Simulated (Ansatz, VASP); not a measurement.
# One calculation of Si5As3, two programs

```xyz
16
Lattice="6.6461 0.0764 0.1562 -3.2569 5.7013 -0.1258 0.2128 -0.0750 9.3498" Properties=species:S:1:pos:R:3 pbc="T T T"
Si    1.2334    1.8877    5.0931
Si    2.3014   -0.0367    4.2919
Si    4.4596    0.0511    5.2551
Si    2.3621    3.7993    4.3800
Si    3.4105    1.8562    1.1110
Si    3.6366    1.9480    8.2520
Si    5.5796    2.0268    4.4399
Si   -2.1496    3.7418    4.8373
Si    0.0454    3.6933    7.9617
Si    0.1563    3.7810    1.1985
As    1.3285    1.9216    7.6233
As    2.0283    0.0247    1.8577
As    4.7598   -0.2414    7.5811
As    2.4122    4.1131    2.0530
As   -0.8323    1.6907    1.6781
As    4.5982    3.9616    7.6797
```

Change from the starting cell: cell x1, atoms moved at random (sigma 0.1 Å) and cell strained at random (1.5 %), then relaxed without symmetry.

Alike in both runs: task relaxation of cell and atoms; functional PBE; k mesh 3 × 3 × 2; occupations gaussian, width 0.1 eV; no spin polarisation.

|  | VASP | Ansatz |
| --- | --- | --- |
| version | VASP 6.6.1 | Ansatz 0.2.0 |
| potentials or method | VASP PAW PBE potentials, release 64 (Si, As), cutoff 600 eV | scalar-relativistic, plane waves, PAW |
| valence electrons in the cell | 70 | 130 |

```csv
,VASP,Ansatz,Ansatz less VASP
"gap on the k mesh at the Fermi level, each at its own relaxed structure (eV)",0.71,0.72,+0.014
relaxed volume (Å³/atom),22.31,22.28,-0.024
relaxed length of the cell vector where the two differ most in proportion (Å),6.715,6.711,-0.0047
```

VASP's potentials hold 70 valence electrons a cell and Ansatz's 130, so a difference there can come from the potentials and not from the codes.
